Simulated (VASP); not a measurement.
A run of VASP 6.6.1:

File INCAR:

```
  ALGO = Normal
  EDIFF = 1E-6
  ENCUT = 520
  GGA = PE
  ISIF = 2
  ISMEAR = -1
  LASPH = T
  LCHARG = F
  LREAL = F
  LWAVE = F
  NBANDS = 25
  NELM = 60
  PREC = Accurate
  SIGMA = 0.05
```

Contents of KPOINTS:

```
k-points
0
Gamma
  5 5 3
```

File POSCAR:

```
CS2
1.0
    3.6457880000     -2.9943140000      0.0000000000
    3.6457880000      2.9943140000      0.0000000000
    0.0000000000      0.0000000000      9.8512570000
S C
4 2
Direct
    0.1815210000      0.8184790000      0.8868670000
    0.3184790000      0.6815210000      0.3868670000
    0.6815210000      0.3184790000      0.6131330000
    0.8184790000      0.1815210000      0.1131330000
    0.5000000000      0.5000000000      0.5000000000
    0.0000000000      0.0000000000      0.0000000000
```

Potentials or basis: VASP PAW PBE potentials, release 64 (S, C).

Launch:

```bash
$ cat potpaw_PBE.64/S/POTCAR potpaw_PBE.64/C/POTCAR > POTCAR
$ mpirun -np 1 vasp_std > vasp.out
```

Hardware: 1 thread of Intel(R) Xeon(R) Platinum 8559C (Emerald Rapids), on a shared host.

Q: Estimate the wall time of this run.

A: Run time: 78 s on 1 thread of Intel(R) Xeon(R) Platinum 8559C (Emerald Rapids) (shared host), peak memory 0.32 GiB. Counts: scf iterations 15, k points 18.
